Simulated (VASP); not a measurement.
W, 1 atom in the cell. It takes space group Im-3m (No. 229, cubic). The conventional cell has a = 3.165 Å, b = 3.165 Å, c = 3.165 Å, α = 90.00°, β = 90.00°, γ = 90.00°. Within 3.6 Å of W (site symmetry m-3m) lie 14 W at 2.74 to 3.16 Å. 

| Quantity | Value |
| --- | --- |
| Program | VASP 6.6.1 |
| Task | single point |
| Functional | HSE06 |
| Potentials or basis | VASP PAW PBE potentials, release 64 (W_sv) |
| Cutoff | 520 eV |
| k mesh | 8 × 8 × 8 |
| Occupations | fermi-dirac, width 0.05 eV |
| Spin | no spin polarisation |
| Dipole correction | no |
| Grid for exact exchange (PRECFOCK) | Normal |
| Further INCAR settings | ALGO = Normal; EDIFF = 1e-06; NBANDS = 13 |
| Share of exact exchange | 0.25 |
| Screening parameter | 0.2079 1/Å |

Potentials or basis: VASP PAW PBE potentials, release 64 (W_sv).

Launch:

```console
$ cat potpaw_PBE.64/W_sv/POTCAR > POTCAR
$ cp INCAR.step1 INCAR
$ mpirun -np 1 vasp_std > vasp.out
$ cp INCAR.step2 INCAR
$ mpirun -np 1 vasp_std > vasp.out
```

Hardware: 1 thread of Oxide Virtual Turin-like Processor, with other jobs on the host.

Estimate the wall time of this run.

Run time: 69 min on 1 thread of Oxide Virtual Turin-like Processor (shared host), peak memory 0.21 GiB. Counts: k points 29.
